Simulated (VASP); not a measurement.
# MgO (Imm2) in VASP: single point with r2SCAN

Aim: the single point of MgO with r2SCAN.

Everything below comes from runs of VASP 6.6.1. Logs are shortened: lines on timing, memory, paths and dates and some standing lists are left out, and cuts for length are marked.

## (1) The cell of the first run

Symmetry: Imm2, No. 44, orthorhombic system. The conventional cell has a = 3.020 Å, b = 4.270 Å, c = 3.020 Å, α = 90.00°, β = 90.00°, γ = 90.00°. Mg (site symmetry mm2) has 6 O at 2.04 to 2.24 Å within 2.7 Å. Within 2.7 Å of O (site symmetry mm2) lie 6 Mg at 2.04 to 2.24 Å.

## (2) Single point, r2SCAN (atom 2 (O) moved by (-0.100, -0.100) A along x and z)

The input, POSCAR:

```
MgO
1.0
    0.0000000000      2.1351500000      2.1351500000
    2.1351500000      0.0000000000      2.1351500000
    2.1351500000      2.1351500000      0.0000000000
Mg O
1 1
Direct
    0.0000000000      0.0000000000      0.0000000000
    0.5000000000      0.4531648830      0.5000000000
```

The input, INCAR.step1:

```
PREC     = Accurate       # precision mode
ENCUT    = 520            # plane-wave cutoff, eV
ISMEAR   = 0              # smearing method
SIGMA    = 0.05           # smearing width, eV
LREAL    = F              # projectors in reciprocal space
LASPH    = T              # aspherical terms in the spheres
NELM     = 100            # most SCF steps
NBANDS   = 11             # bands
GGA      = PE             # functional
ALGO     = Normal         # electronic algorithm
EDIFF    = 1E-4           # SCF threshold, eV
LWAVE    = T              # write WAVECAR
LCHARG   = F              # write CHGCAR
```

The input, INCAR.step2:

```
PREC     = Accurate       # precision mode
ENCUT    = 520            # plane-wave cutoff, eV
EDIFF    = 1E-6           # SCF threshold, eV
ISMEAR   = 0              # smearing method
SIGMA    = 0.05           # smearing width, eV
LREAL    = F              # projectors in reciprocal space
LASPH    = T              # aspherical terms in the spheres
NELM     = 100            # most SCF steps
ALGO     = Normal         # electronic algorithm
ISIF     = 2              # what is computed and relaxed
LWAVE    = F              # write WAVECAR
LCHARG   = F              # write CHGCAR
METAGGA  = R2SCAN         # meta-GGA
LMIXTAU  = T            
NBANDS   = 11             # bands
ISTART   = 1
```

The input, KPOINTS:

```
Automatic mesh
0
Gamma
  10 10 10
```

Potentials or basis: VASP PAW PBE potentials, release 64 (Mg, O).

Command:

```bash
$ cat potpaw_PBE.64/Mg/POTCAR potpaw_PBE.64/O/POTCAR > POTCAR
$ cp INCAR.step1 INCAR
$ mpirun -np 1 vasp_std > vasp.out
$ cp INCAR.step2 INCAR
$ mpirun -np 1 vasp_std > vasp.out
```

OUTCAR:

```text
PREC = Accurate
   ENCUT = 520
   EDIFF = 1E-6
   ISMEAR = 0
   LREAL = F
   LASPH = T
   NELM = 100
   ISIF = 2
   METAGGA = R2SCAN
   ISTART = 1

 ion  position               nearest neighbor table
   1  0.000  0.000  0.000-   2 2.04   2 2.04   2 2.14   2 2.14   2 2.24   2 2.24
   2  0.500  0.453  0.500-   1 2.04   1 2.04   1 2.14   1 2.14   1 2.24   1 2.24

  LATTYP: Found a face centered cubic cell.
 ALAT       =     4.2703000000

  Lattice vectors:

 A1 = (   0.0000000000,   2.1351500000,   2.1351500000)
 A2 = (   2.1351500000,   0.0000000000,   2.1351500000)
 A3 = (   2.1351500000,   2.1351500000,   0.0000000000)

Analysis of symmetry for initial positions (statically):
=====================================================================
 Subroutine PRICEL returns:
 Original cell was already a primitive cell.

 Routine SETGRP: Setting up the symmetry group for a
 face centered cubic supercell.

 Subroutine GETGRP returns: Found  4 space group operations
 (whereof  4 operations were pure point group operations)
 out of a pool of 48 trial point group operations.

The static configuration has the point symmetry C_2v.

Analysis of symmetry for dynamics (positions and initial velocities):
=====================================================================
 Subroutine PRICEL returns:
 Original cell was already a primitive cell.

 Routine SETGRP: Setting up the symmetry group for a
 face centered cubic supercell.

 Subroutine GETGRP returns: Found  4 space group operations
 (whereof  4 operations were pure point group operations)
 out of a pool of 48 trial point group operations.

The dynamic configuration has the point symmetry C_2v.

 Subroutine INISYM returns: Found  4 space group operations
 (whereof  4 operations are pure point group operations),
 and found     1 'primitive' translations

----------------------------------------------------------------------------------------

                                     Primitive cell

  volume of cell :      19.4677

  direct lattice vectors                    reciprocal lattice vectors
     0.000000000  2.135150000  2.135150000    -0.234175585  0.234175585  0.234175585
     2.135150000  0.000000000  2.135150000     0.234175585 -0.234175585  0.234175585
     2.135150000  2.135150000  0.000000000     0.234175585  0.234175585 -0.234175585

  length of vectors
     3.019558088  3.019558088  3.019558088     0.405604011  0.405604011  0.405604011

  position of ions in fractional coordinates (direct lattice)
     0.000000000  0.000000000  0.000000000
     0.500000000  0.453164883  0.500000000

  ion indices of the primitive-cell ions
   primitive index   ion index
                 1           1
                 2           2

----------------------------------------------------------------------------------------

 KPOINTS: Automatic mesh

Automatic generation of k-mesh.
 Grid dimensions read from file:
 generate k-points for:   10   10   10

 Generating k-lattice:

  Cartesian coordinates                     Fractional coordinates (reciprocal lattice)
    -0.023417558  0.023417558  0.023417558     0.100000000  0.000000000  0.000000000
     0.023417558 -0.023417558  0.023417558     0.000000000  0.100000000  0.000000000
     0.023417558  0.023417558 -0.023417558     0.000000000  0.000000000  0.100000000

  Length of vectors
     0.040560401  0.040560401  0.040560401

  Shift w.r.t. Gamma in fractional coordinates (k-lattice)
     0.000000000  0.000000000  0.000000000

 Subroutine IBZKPT returns following result:
 ===========================================

 Found    171 irreducible k-points:

 Following reciprocal coordinates:
            Coordinates               Weight
  0.000000  0.000000  0.000000      1.000000
  0.100000  0.000000  0.000000      4.000000
  0.000000  0.100000  0.000000      4.000000
  0.200000  0.000000  0.000000      4.000000
  0.000000  0.200000  0.000000      4.000000
  0.300000  0.000000  0.000000      4.000000
[... 16 lines left out ...]
  0.000000  0.400000  0.100000      8.000000
  0.100000  0.000000  0.400000      4.000000
 [... further k-points ...]
   k-points           NKPTS =    171   k-points in BZ     NKDIM =    171   number of bands    NBANDS=     11
   number of dos      NEDOS =    301   number of ions     NIONS =      2
   total plane-waves  NPLWV =  13824
   dimension x,y,z NGX =    24 NGY =   24 NGZ =   24
   dimension x,y,z NGXF=    48 NGYF=   48 NGZF=   48
   ions per type =               1   1
   NGX,Y,Z   is equivalent  to a cutoff of  13.21, 13.21, 13.21 a.u.
   NGXF,Y,Z  is equivalent  to a cutoff of  26.43, 26.43, 26.43 a.u.
 SYSTEM =  unknown system
   PREC   = accura    normal or accurate (medium, high low for compatibility)
   ISTART =      1    job   : 0-new  1-cont  2-samecut
   ICHARG =      0    charge: 1-file 2-atom 10-const
   ISPIN  =      1    spin polarized calculation?
   LNONCOLLINEAR =      F non collinear calculations
   LSORBIT =      F    spin-orbit coupling
   LASPH  =      T    aspherical Exc in radial PAW
   ENCUT  =  520.0 eV  38.22 Ry    6.18 a.u.   5.61  5.61  5.61*2*pi/ulx,y,z
   NELM   =    100;   NELMIN=  2; NELMDL=  0     # of ELM steps
   EDIFF  = 0.1E-05   stopping-criterion for ELM
   LREAL  =      F    real-space projection
   EDIFFG = 0.1E-04   stopping-criterion for IOM
   NSW    =      0    number of steps for IOM
   IBRION =     -1    ionic relax: 0-MD 1-quasi-New 2-CG
   NFREE  =      0    steps in history (QN), initial steepest desc. (CG)
   ISIF   =      2    stress and relaxation
   ISYM   =      2    0-nonsym 1-usesym 2-fastsym
   POTIM  = 0.5000    time-step for ionic-motion
   TEBEG  =    0.0;   TEEND  =   0.0 temperature during run
   PSTRESS=    0.0 pullay stress
   NELECT =       8.0000    total number of electrons
   NUPDOWN=      -1.0000    fix difference up-down
   EMIN   =  10.00;   EMAX   =-10.00  energy-range for DOS
   EFERMI =   0.00;   METHOD = LEGACY
   ISMEAR =     0;   SIGMA  =   0.05  broadening in eV -4-tet -1-fermi 0-gaus
   EFERMI_NEDOS =   21; number of points for ismear=-14 and -15
   IALGO  =     38    algorithm
   IMIX   =      4    mixing-type and parameters
     AMIX     =   0.40;   BMIX     =  1.00
     AMIX_MAG =   1.60;   BMIX_MAG =  1.00
  volume/ion in A,a.u.               =       9.73        65.69
  Fermi-wavevector in a.u.,A,eV,Ry     =   1.217119  2.300022 20.155386  1.481379
  Thomas-Fermi vector in A             =   2.352450
   LORBIT       =      0    0 simple, 1 ext, 2 COOP (PROOUT), +10 PAW based schemes
   METAGGA = R2SCAN    functional components
   LHFCALC =     F    Hartree Fock is set to
   AEXX    =    0.0000 exact exchange contribution
   IVDW    =     0    specifies the selected vdW correction
   LEPSILON=     F    determine dielectric tensor
   LRPA    =     F    only Hartree local field effects (RPA)
 non-spin polarized calculation
 Gauss-broadening in eV      SIGMA  =   0.05
  energy-cutoff  :      520.00
  volume of cell :       19.47
 maximum number of plane-waves:       544
   NGX = 11   NGY = 11   NGZ = 11

 number of electron       8.0000001 magnetization

 Free energy of the ion-electron system (eV)
  ---------------------------------------------------
  ext. energy  EPLUGINS =         0.00000000
  ---------------------------------------------------
  free energy    TOTEN  =       -16.09011538 eV

  energy without entropy =      -16.09011538  energy(sigma->0) =      -16.09011538

 E-fermi :   2.7865     XC(G=0): -11.3764

 val. band max:        2.4667760130   @ k =   0.0000   0.0000   0.0000
 cond. band min:       7.6554758719   @ k =   0.0000   0.0000   0.0000
 fundamental gap:      5.1886998588
 Fermi energy:         2.7865266190

 k-point     1 :       0.0000    0.0000    0.0000
  band No.  band energies     occupation
      1     -15.5253      2.00000
      2       2.4330      2.00000
      3       2.4645      2.00000
      4       2.4668      2.00000
      5       7.6555      0.00000
      6      19.0633      0.00000
      7      19.1423      0.00000
      8      19.1836      0.00000
      9      23.0460      0.00000
     10      24.8445      0.00000
     11      24.8688      0.00000

 k-point     2 :       0.1000    0.0000    0.0000
  band No.  band energies     occupation
      1     -15.4293      2.00000
      2       1.8231      2.00000
      3       2.3916      2.00000
      4       2.4147      2.00000
      5       8.2669      0.00000
      6      17.8233      0.00000
      7      19.3425      0.00000
      8      19.4229      0.00000
      9      24.0618      0.00000
     10      24.0719      0.00000
     11      24.7163      0.00000

 k-point     3 :       0.0000    0.1000    0.0000
  band No.  band energies     occupation
      1     -15.4293      2.00000
      2       1.8468      2.00000
      3       2.3696      2.00000
      4       2.4056      2.00000
      5       8.2725      0.00000
      6      17.8919      0.00000
      7      19.2953      0.00000
      8      19.3925      0.00000
      9      24.0535      0.00000
     10      24.0975      0.00000
     11      24.7188      0.00000

 k-point     4 :       0.2000    0.0000    0.0000
  band No.  band energies     occupation
      1     -15.1669      2.00000
      2       0.5627      2.00000
      3       2.2326      2.00000
      4       2.2569      2.00000
      5       9.4786      0.00000
      6      16.2797      0.00000
      7      19.7711      0.00000
      8      19.8286      0.00000
      9      23.3788      0.00000
     10      23.4403      0.00000
     11      25.5555      0.00000
[... 239 lines left out ...]
 k-point    22 :       0.4000    0.1000    0.0000
  band No.  band energies     occupation
      1     -14.5523      2.00000
      2      -1.2856      2.00000
      3       1.7159      2.00000
      4       1.8186      2.00000
      5      11.2546      0.00000
      6      15.2921      0.00000
      7      18.6934      0.00000
      8      19.9389      0.00000
      9      23.5433      0.00000
     10      25.7344      0.00000
     11      26.1281      0.00000

 k-point    23 :       0.0000    0.4000    0.1000
  band No.  band energies     occupation
      1     -14.5515      2.00000
      2      -1.2803      2.00000
      3       1.6813      2.00000
      4       1.8133      2.00000
      5      11.2836      0.00000
      6      15.3409      0.00000
      7      18.7122      0.00000
      8      19.9800      0.00000
      9      23.3937      0.00000
     10      25.7552      0.00000
     11      26.1182      0.00000

 k-point    24 :       0.1000    0.0000    0.4000
  band No.  band energies     occupation
      1     -14.5521      2.00000
      2      -1.2885      2.00000
      3       1.6968      2.00000
      4       1.8363      2.00000
      5      11.2643      0.00000
      6      15.2959      0.00000
      7      18.5625      0.00000
      8      20.1480      0.00000
      9      23.3949      0.00000
     10      25.6146      0.00000
     11      26.3444      0.00000

 [... further k-points ...]
[... 5 lines left out ...]
  --------------------------------------------------------------------------------------
  -------------------------------------------------------------------------------------
  Total       -0.6576678     -1.0345942     -0.6576678      0.0000000      0.0000000     -0.0487337
  in kB      -54.1255117    -85.1462323    -54.1255117      0.0000000      0.0000000     -4.0107441
  external PRESSURE =     -64.4657519 kB  Pullay stress =       0.0000000 kB

 VOLUME and BASIS-vectors are now :
 -----------------------------------------------------------------------------
  energy-cutoff  :      520.00
  volume of cell :       19.47
      direct lattice vectors                 reciprocal lattice vectors
     0.000000000  2.135150000  2.135150000    -0.234175585  0.234175585  0.234175585
     2.135150000  0.000000000  2.135150000     0.234175585 -0.234175585  0.234175585
     2.135150000  2.135150000  0.000000000     0.234175585  0.234175585 -0.234175585

 POSITION                                       TOTAL-FORCE (eV/Angst)
 -----------------------------------------------------------------------------------
      0.00000      0.00000      0.00000        -0.463482     -0.000000     -0.463482
      2.03515      2.13515      2.03515         0.463482      0.000000      0.463482
 -----------------------------------------------------------------------------------
    total drift:                                0.003851      0.000005      0.003851

  FREE ENERGIE OF THE ION-ELECTRON SYSTEM (eV)
  ---------------------------------------------------
  free  energy   TOTEN  =       -16.0901153818 eV

  energy  without entropy=      -16.0901153818  energy(sigma->0) =      -16.09011538
```

It took 72 s on 1 thread of Intel Xeon 6975P-C, shared host; peak memory 0.17 GiB.

What came out:

| Item | Value |
| --- | --- |
| Free energy | -16.0901 eV |
| Pressure | -6.4 GPa |
| Largest force | 0.655 eV/Å |
| Band gap on the k mesh | 5.19 eV, direct |

Forces on the atoms (eV/Å):
```
Mg  -0.463  0.000 -0.463
O    0.463  0.000  0.463
```

Caveat: the cell differs from its parent crystal (atom 2 (O) moved by (-0.100, -0.100) A along x and z); the PAW data sets were made with another functional, which shifts forces and pressure a little.
